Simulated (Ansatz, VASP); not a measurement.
**One calculation of In3Se, two programs**

```
In Se
1.0
     4.79044    0.00000    0.00000
     0.00000    4.79044    0.00000
     0.00000    0.00000    4.79044
In Se
3 1
Direct
  0.00000 0.50000 0.50000
  0.50000 0.00000 0.50000
  0.50000 0.50000 0.00000
  0.00000 0.00000 0.00000
```

Alike in both runs: functional PBE; k mesh 10 × 10 × 10; occupations gaussian, width 0.1 eV; no spin polarisation.

Ansatz relaxed the structure, and its values are those at the end. VASP's run is a single point on that final structure, the one shown.

|  | VASP | Ansatz |
| --- | --- | --- |
| version | VASP 6.6.1 | Ansatz 0.2.0 |
| potentials or method | VASP PAW PBE potentials, release 64 (In_d, Se), cutoff 520 eV | scalar-relativistic, plane waves, PAW |
| valence electrons in the cell | 45 | 55 |

|  | VASP | Ansatz | Ansatz less VASP |
| --- | --- | --- | --- |
| gap on the k mesh at the Fermi level (eV) | none | none | - |
| pressure (GPa) | -0.1 | 0.0 | +0.02 |

A gap of «none» marks a metal or a gap that the smearing closes. VASP's potentials hold 45 valence electrons a cell and Ansatz's 55, so a difference there can come from the potentials and not from the codes.
